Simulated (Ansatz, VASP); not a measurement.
Two plane-wave programs on SnSe2

```
CELL_PARAMETERS angstrom
3.84056 0.00000 0.00000
-1.92028 3.32602 0.00000
0.00000 0.00000 6.13315
ATOMIC_POSITIONS crystal
Sn 0.00000 0.00000 0.00000
Se 0.66667 0.33333 0.74463
Se 0.33333 0.66667 0.25537
```

Change from the starting cell: strain along c alone, the other axes held, atoms relaxed: -6.0 %.

Alike in both runs: functional r2SCAN; k mesh 12 × 12 × 4; occupations gaussian, width 0.02 eV; no spin polarisation.

Ansatz relaxed the structure, and its values are those at the end. VASP's run is a single point on that final structure, the one shown.

|  | VASP | Ansatz |
| --- | --- | --- |
| version | VASP 6.6.1 | Ansatz 0.2.0 |
| potentials or method | VASP PAW PBE potentials, release 64 (Sn_d, Se), cutoff 520 eV | scalar-relativistic, plane waves, PAW |
| valence electrons in the cell | 26 | 46 |

Ansatz gave:

* gap on the k mesh at the Fermi level (eV): 0.94
* least direct gap on the mesh (eV): 1.36
* pressure (GPa): 0.9
* rms of the force components (eV/Å): 0.000

What did VASP give for the same quantities?

gap on the k mesh at the Fermi level (eV): 0.94; least direct gap on the mesh (eV): 1.36; pressure (GPa): 1.0; rms of the force components (eV/Å): 0.006.

VASP's potentials were made for PBE, not for r2SCAN. VASP's potentials hold 26 valence electrons a cell and Ansatz's 46, so a difference there can come from the potentials and not from the codes. Ansatz's warnings: stress scf threshold loose.
